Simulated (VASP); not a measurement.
# CuO (Cc) in VASP: single point with r2SCAN+U

Aim: the single point of CuO with r2SCAN+U.

Program: VASP 6.6.1. These are calculated values, not measurements. Logs are shortened: lines on timing, memory, paths and dates and some standing lists are left out, and cuts for length are marked.

## (1) The cell of the first run

The structure is monoclinic, space group Cc (No. 9). The conventional cell has a = 4.689 Å, b = 3.427 Å, c = 5.132 Å, α = 90.00°, β = 99.65°, γ = 90.00°. Cu (site symmetry 1) has 4 O at 1.91 to 2.02 Å within 2.5 Å. O (site symmetry 1) has 4 Cu at 1.91 to 2.02 Å within 2.5 Å.

## (2) Single point, r2SCAN+U, collinear spin

File POSCAR:

```
CuO
1.0
    2.3446497600     -1.7133998200      0.0000000000
    2.3446497600      1.7133998200      0.0000000000
   -0.8605499100      0.0000000000      5.0594394800
Cu O
2 2
Direct
    0.0032000000      0.4968000000      0.0000000000
    0.4968000000      0.0032000000      0.5000000000
    0.5714000000      0.4056000000      0.2537000000
    0.4056000000      0.5714000000      0.7537000000
```

File INCAR.step1:

```
ALGO     = Normal         # electronic algorithm
EDIFF    = 1E-4           # SCF threshold, eV
ENCUT    = 520            # plane-wave cutoff, eV
GGA      = PE             # functional
ISMEAR   = 0              # smearing method
ISPIN    = 2              # spin polarisation
LASPH    = T              # aspherical terms in the spheres
LCHARG   = F              # write CHGCAR
LDAU     = T              # DFT+U
LDAUJ    = 0 0          
LDAUL    = 2 -1           # shell
LDAUTYPE = 2            
LDAUU    = 2.5 0          # U, eV
LMAXMIX  = 4              # l up to which the mixer works
LREAL    = F              # projectors in reciprocal space
LWAVE    = T              # write WAVECAR
MAGMOM   = 1 1 0 0        # initial moments
NBANDS   = 29             # bands
NELM     = 150            # most SCF steps
PREC     = Accurate       # precision mode
SIGMA    = 0.05           # smearing width, eV
```

File INCAR.step2:

```
ALGO     = Normal         # electronic algorithm
EDIFF    = 1E-6           # SCF threshold, eV
ENCUT    = 520            # plane-wave cutoff, eV
ISIF     = 2              # what is computed and relaxed
ISMEAR   = 0              # smearing method
ISPIN    = 2              # spin polarisation
ISTART   = 1            
LASPH    = T              # aspherical terms in the spheres
LCHARG   = F              # write CHGCAR
LDAU     = T              # DFT+U
LDAUJ    = 0 0          
LDAUL    = 2 -1           # shell
LDAUPRINT= 1            
LDAUTYPE = 2            
LDAUU    = 2.5 0          # U, eV
LMAXMIX  = 4              # l up to which the mixer works
LMIXTAU  = T            
LORBIT   = 11             # projections on sites
LREAL    = F              # projectors in reciprocal space
LWAVE    = F              # write WAVECAR
MAGMOM   = 1 1 0 0        # initial moments
METAGGA  = R2SCAN         # meta-GGA
NBANDS   = 29             # bands
NELM     = 150            # most SCF steps
PREC     = Accurate       # precision mode
SIGMA    = 0.05           # smearing width, eV
```

File KPOINTS:

```
k-points
0
Gamma
  7 7 4
```

Potentials or basis: VASP PAW PBE potentials, release 64 (Cu, O).

Launch:

```
$ cat potpaw_PBE.64/Cu/POTCAR potpaw_PBE.64/O/POTCAR > POTCAR
$ cp INCAR.step1 INCAR
$ mpirun -np 1 vasp_std > vasp.out
$ cp INCAR.step2 INCAR
$ mpirun -np 1 vasp_std > vasp.out
```

OUTCAR:

```text
EDIFF = 1E-6
   ENCUT = 520
   ISIF = 2
   ISMEAR = 0
   ISPIN = 2
   ISTART = 1
   LASPH = T
   LORBIT = 11
   LREAL = F
   METAGGA = R2SCAN
   NELM = 150
   PREC = Accurate

 ion  position               nearest neighbor table
   1  0.003  0.497  0.000-   4 1.91   3 1.93   4 1.98   3 2.02
   2  0.497  0.003  0.500-   3 1.91   4 1.93   3 1.98   4 2.02
   3  0.571  0.406  0.254-   2 1.91   1 1.93   2 1.98   1 2.02
   4  0.406  0.571  0.754-   1 1.91   2 1.93   1 1.98   2 2.02

  LATTYP: Found a base centered monoclinic cell.
 ALAT       =     4.6892995200
 B/A-ratio  =     0.7307700490
 C/A-ratio  =     1.0944283419
 COS(beta)  =    -0.1676798045

  Lattice vectors:

 A1 = (   2.3446497600,  -1.7133998200,   0.0000000000)
 A2 = (   2.3446497600,   1.7133998200,   0.0000000000)
 A3 = (  -0.8605499100,   0.0000000000,   5.0594394800)

Analysis of symmetry for initial positions (statically):
=====================================================================
 Subroutine PRICEL returns:
 Original cell was already a primitive cell.

 Routine SETGRP: Setting up the symmetry group for a
 base centered monoclinic supercell.

 Subroutine GETGRP returns: Found  2 space group operations
 (whereof  1 operations were pure point group operations)
 out of a pool of  4 trial point group operations.

The static configuration has the point symmetry C_1 .
 The point group associated with its full space group is C_1h.

Analysis of symmetry for dynamics (positions and initial velocities):
=====================================================================
 Subroutine PRICEL returns:
 Original cell was already a primitive cell.

 Routine SETGRP: Setting up the symmetry group for a
 base centered monoclinic supercell.

 Subroutine GETGRP returns: Found  2 space group operations
 (whereof  1 operations were pure point group operations)
 out of a pool of  4 trial point group operations.

The dynamic configuration has the point symmetry C_1 .
 The point group associated with its full space group is C_1h.

Analysis of structural, dynamic, and magnetic symmetry:
=====================================================================
 Subroutine PRICEL returns:
 Original cell was already a primitive cell.

 Routine SETGRP: Setting up the symmetry group for a
 base centered monoclinic supercell.

 Subroutine GETGRP returns: Found  2 space group operations
 (whereof  1 operations were pure point group operations)
 out of a pool of  4 trial point group operations.

The overall configuration has the point symmetry C_1 .
 The point group associated with its full space group is C_1h.

 Subroutine INISYM returns: Found  2 space group operations
 (whereof  1 operations are pure point group operations),
 and found     1 'primitive' translations

----------------------------------------------------------------------------------------

                                     Primitive cell

  volume of cell :      40.6508

[... 145 lines left out ...]
  0.0018  0.0080 -0.0013 -0.0108  0.9774

spin component  2

  0.9470 -0.0422  0.0119  0.0485 -0.0163
 -0.0422  0.7795  0.0035  0.2623 -0.0875
  0.0119  0.0035  0.9696 -0.0039 -0.0006
  0.0485  0.2623 -0.0039  0.5960  0.1243
 -0.0163 -0.0875 -0.0006  0.1243  0.9242

 occupancies and eigenvectors

  o =  0.3608  v =  0.0000  0.0000  0.0000  0.0000  0.0000 -0.1121 -0.5555  0.0102  0.7812 -0.2618      0.0000  0.0000  0.0000  0.0000  0.0000  0.0000  0.0000  0.0000  0.0000  0.0000
  o =  0.9464  v =  0.0000  0.0000  0.0000  0.0000  0.0000  0.8422  0.2014 -0.4274  0.2273 -0.1262      0.0000  0.0000  0.0000  0.0000  0.0000  0.0000  0.0000  0.0000  0.0000  0.0000
  o =  0.9583  v =  0.8636  0.1750 -0.4238  0.1972 -0.0714  0.0000  0.0000  0.0000  0.0000  0.0000      0.0000  0.0000  0.0000  0.0000  0.0000  0.0000  0.0000  0.0000  0.0000  0.0000
  o =  0.9657  v =  0.0000  0.0000  0.0000  0.0000  0.0000 -0.0985 -0.0683 -0.1522 -0.3659 -0.9103      0.0000  0.0000  0.0000  0.0000  0.0000  0.0000  0.0000  0.0000  0.0000  0.0000
  o =  0.9669  v =  0.0000  0.0000  0.0000  0.0000  0.0000 -0.1744  0.7755  0.3308  0.4322 -0.2683      0.0000  0.0000  0.0000  0.0000  0.0000  0.0000  0.0000  0.0000  0.0000  0.0000
  o =  0.9726  v = -0.0562  0.6358  0.3559  0.5782  0.3628  0.0000  0.0000  0.0000  0.0000  0.0000      0.0000  0.0000  0.0000  0.0000  0.0000  0.0000  0.0000  0.0000  0.0000  0.0000
  o =  0.9737  v = -0.1427  0.4533  0.0485  0.0091 -0.8785  0.0000  0.0000  0.0000  0.0000  0.0000      0.0000  0.0000  0.0000  0.0000  0.0000  0.0000  0.0000  0.0000  0.0000  0.0000
  o =  0.9765  v =  0.0000  0.0000  0.0000  0.0000  0.0000  0.4879 -0.2117  0.8275 -0.1323 -0.1221      0.0000  0.0000  0.0000  0.0000  0.0000  0.0000  0.0000  0.0000  0.0000  0.0000
  o =  0.9791  v =  0.4730 -0.2058  0.8315 -0.1524 -0.1387  0.0000  0.0000  0.0000  0.0000  0.0000      0.0000  0.0000  0.0000  0.0000  0.0000  0.0000  0.0000  0.0000  0.0000  0.0000
  o =  1.0258  v = -0.0829 -0.5633  0.0053  0.7769 -0.2688  0.0000  0.0000  0.0000  0.0000  0.0000      0.0000  0.0000  0.0000  0.0000  0.0000  0.0000  0.0000  0.0000  0.0000  0.0000

atom =   2  type =  1  l = 2

 onsite density matrix

spin component  1

  0.9638 -0.0004 -0.0077  0.0063 -0.0018
 -0.0004  0.9896  0.0002  0.0236 -0.0080
 -0.0077  0.0002  0.9745  0.0006 -0.0013
  0.0063  0.0236  0.0006  1.0043 -0.0108
 -0.0018 -0.0080 -0.0013 -0.0108  0.9774

spin component  2

  0.9470 -0.0422 -0.0119 -0.0485  0.0163
 -0.0422  0.7795 -0.0035 -0.2623  0.0875
 -0.0119 -0.0035  0.9696 -0.0039 -0.0006
 -0.0485 -0.2623 -0.0039  0.5960  0.1243
  0.0163  0.0875 -0.0006  0.1243  0.9242

 occupancies and eigenvectors

  o =  0.3608  v =  0.0000  0.0000  0.0000  0.0000  0.0000  0.1121  0.5555  0.0102  0.7812 -0.2618      0.0000  0.0000  0.0000  0.0000  0.0000  0.0000  0.0000  0.0000  0.0000  0.0000
  o =  0.9464  v =  0.0000  0.0000  0.0000  0.0000  0.0000 -0.8422 -0.2014 -0.4274  0.2273 -0.1262      0.0000  0.0000  0.0000  0.0000  0.0000  0.0000  0.0000  0.0000  0.0000  0.0000
  o =  0.9583  v =  0.8636  0.1750  0.4238 -0.1972  0.0714  0.0000  0.0000  0.0000  0.0000  0.0000      0.0000  0.0000  0.0000  0.0000  0.0000  0.0000  0.0000  0.0000  0.0000  0.0000
  o =  0.9657  v =  0.0000  0.0000  0.0000  0.0000  0.0000  0.0985  0.0683 -0.1522 -0.3659 -0.9103      0.0000  0.0000  0.0000  0.0000  0.0000  0.0000  0.0000  0.0000  0.0000  0.0000
  o =  0.9669  v =  0.0000  0.0000  0.0000  0.0000  0.0000  0.1744 -0.7755  0.3308  0.4322 -0.2683      0.0000  0.0000  0.0000  0.0000  0.0000  0.0000  0.0000  0.0000  0.0000  0.0000
  o =  0.9726  v =  0.0562 -0.6358  0.3559  0.5782  0.3628  0.0000  0.0000  0.0000  0.0000  0.0000      0.0000  0.0000  0.0000  0.0000  0.0000  0.0000  0.0000  0.0000  0.0000  0.0000
  o =  0.9737  v = -0.1427  0.4533 -0.0485 -0.0091  0.8785  0.0000  0.0000  0.0000  0.0000  0.0000      0.0000  0.0000  0.0000  0.0000  0.0000  0.0000  0.0000  0.0000  0.0000  0.0000
  o =  0.9765  v =  0.0000  0.0000  0.0000  0.0000  0.0000 -0.4879  0.2117  0.8275 -0.1323 -0.1221      0.0000  0.0000  0.0000  0.0000  0.0000  0.0000  0.0000  0.0000  0.0000  0.0000
  o =  0.9791  v = -0.4730  0.2058  0.8315 -0.1524 -0.1387  0.0000  0.0000  0.0000  0.0000  0.0000      0.0000  0.0000  0.0000  0.0000  0.0000  0.0000  0.0000  0.0000  0.0000  0.0000
  o =  1.0258  v =  0.0829  0.5633  0.0053  0.7769 -0.2688  0.0000  0.0000  0.0000  0.0000  0.0000      0.0000  0.0000  0.0000  0.0000  0.0000  0.0000  0.0000  0.0000  0.0000  0.0000

 number of electron      33.9999999 magnetization       1.9999916

 Free energy of the ion-electron system (eV)
  ---------------------------------------------------
  ext. energy  EPLUGINS =         0.00000000
  ---------------------------------------------------
  free energy    TOTEN  =       -35.15412002 eV

  energy without entropy =      -35.15412002  energy(sigma->0) =      -35.15412002

 E-fermi :   5.3416     XC(G=0): -12.5813

 val. band max:        5.1076851528   @ k =   0.4286   0.4286   0.0000
 cond. band min:       5.6822946613   @ k =  -0.4286   0.4286   0.0000
 fundamental gap:      0.5746095085
 Fermi energy:         5.3415810494

 spin component 1

 k-point     1 :       0.0000    0.0000    0.0000
  band No.  band energies     occupation
      1     -15.5317      1.00000
      2     -14.2516      1.00000
      3      -3.1412      1.00000
      4      -1.9396      1.00000
      5      -1.5570      1.00000
      6       0.3542      1.00000
[... 1529 lines left out ...]
     28      24.3599      0.00000
     29      26.4536      0.00000

 [... further k-points ...]

------------------------ aborting loop because EDIFF is reached ----------------------------------------

  FORCE on cell =-STRESS in cart. coord.  units (eV):
  Direction    XX          YY          ZZ          XY          YZ          ZX
  --------------------------------------------------------------------------------------
  -------------------------------------------------------------------------------------
  Total       -0.3600943      0.0214643     -0.0663071      0.0000000      0.0000000      0.0157993
  in kB      -14.1924603      0.8459761     -2.6133755      0.0000000      0.0000000      0.6227019
  external PRESSURE =      -5.3199533 kB  Pullay stress =       0.0000000 kB

 VOLUME and BASIS-vectors are now :
 -----------------------------------------------------------------------------
  energy-cutoff  :      520.00
  volume of cell :       40.65
      direct lattice vectors                 reciprocal lattice vectors
     2.344649760 -1.713399820  0.000000000     0.213251467 -0.291817470  0.036271514
     2.344649760  1.713399820  0.000000000     0.213251467  0.291817470  0.036271514
    -0.860549910  0.000000000  5.059439480     0.000000000  0.000000000  0.197650353

 POSITION                                       TOTAL-FORCE (eV/Angst)
 -----------------------------------------------------------------------------------
      1.17232      0.84573      0.00000        -0.698870      0.294192      0.292965
      0.74205     -0.84573      2.52972        -0.698870     -0.294192      0.292965
      2.07240     -0.28408      1.28358         0.698870      0.126639     -0.292965
      1.64213      0.28408      3.81330         0.698870     -0.126639     -0.292965
 -----------------------------------------------------------------------------------
    total drift:                               -0.012259      0.000000     -0.003728

  FREE ENERGIE OF THE ION-ELECTRON SYSTEM (eV)
  ---------------------------------------------------
  free  energy   TOTEN  =       -35.1541200193 eV

  energy  without entropy=      -35.1541200193  energy(sigma->0) =      -35.15412002

 total charge

# of ion       s       p       d       tot
------------------------------------------
    1        0.381   0.405   9.106   9.892
    2        0.381   0.405   9.106   9.892
    3        1.561   3.473   0.000   5.034
    4        1.561   3.473   0.000   5.034
--------------------------------------------------
tot          3.884   7.757  18.212  29.853

 magnetization (x)

# of ion       s       p       d       tot
------------------------------------------
    1       -0.008  -0.001   0.694   0.685
    2       -0.008  -0.001   0.694   0.685
    3        0.021   0.270   0.000   0.291
    4        0.021   0.270   0.000   0.291
--------------------------------------------------
tot          0.025   0.540   1.388   1.952
```

It took 11 min on 1 thread of AMD EPYC 7R43 (Zen 3), shared host; peak memory 0.22 GiB.

Results:

```yaml
Free_energy: -35.1541 eV
Pressure: -0.5 GPa
Largest_force: 0.813 eV/Å
Band_gap_on_the_k_mesh: 0.57 eV (least direct gap 0.59 eV)
Net_moment: 2.00 μB per cell
Site_moments: Cu +0.69; O +0.29 μB
Valence_electrons_inside_the_program's_atomic_spheres: Cu 9.89; O 5.03
```

Forces on the atoms (eV/Å):
```
Cu  -0.699  0.294  0.293
Cu  -0.699 -0.294  0.293
O    0.699  0.127 -0.293
O    0.699 -0.127 -0.293
```

Eigenvalues of the final occupation matrices:
```tsv
site	spin	trace	eigenvalues
site 1 d	1	4.91	0.96 0.97 0.97 0.98 1.03
site 1 d	2	4.22	0.36 0.95 0.97 0.97 0.98
site 2 d	1	4.91	0.96 0.97 0.97 0.98 1.03
site 2 d	2	4.22	0.36 0.95 0.97 0.97 0.98
```

Caveat: the PAW data sets were made with another functional, which shifts forces and pressure a little; an odd mesh through Γ misses points on the zone boundary, where band edges can lie.
